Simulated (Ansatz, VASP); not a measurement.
**SiNi2: VASP beside Ansatz**

```xyz
6
Lattice="3.9119 0.0000 0.0000 -1.9560 3.3878 0.0000 0.0000 0.0000 4.9915" Properties=species:S:1:pos:R:3 pbc="T T T"
Si    0.0000    2.2586    3.7436
Si    1.9560    1.1293    1.2479
Ni    0.0000    0.0000    0.0000
Ni    0.0000    0.0000    2.4957
Ni    0.0000    2.2586    1.2479
Ni    1.9560    1.1293    3.7436
```

Alike in both runs: task single point; functional PBE; k mesh 12 × 12 × 8; occupations gaussian, width 0.1 eV; no spin polarisation.

|  | VASP | Ansatz |
| --- | --- | --- |
| version | VASP 6.6.1 | Ansatz 0.2.0 |
| potentials or method | VASP PAW PBE potentials, release 64 (Si, Ni), cutoff 520 eV | scalar-relativistic, plane waves, PAW |
| valence electrons in the cell | 48 | 80 |

Ansatz gave:

| Item | Value |
| --- | --- |
| gap on the k mesh at the Fermi level (eV) | none |
| pressure (GPa) | 0.0 |
| traceless stress, the component that is largest in VASP (GPa) | -0.01 |

**Question.** Which values does VASP return?

**Answer.** gap on the k mesh at the Fermi level (eV): none; pressure (GPa): 0.1; traceless stress, the component that is largest in VASP (GPa): -0.12.

A gap of «none» marks a metal or a gap that the smearing closes. With one functional, cell and mesh, what is left measures potentials, basis and numerics. VASP's potentials hold 48 valence electrons a cell and Ansatz's 80, so a difference there can come from the potentials and not from the codes.
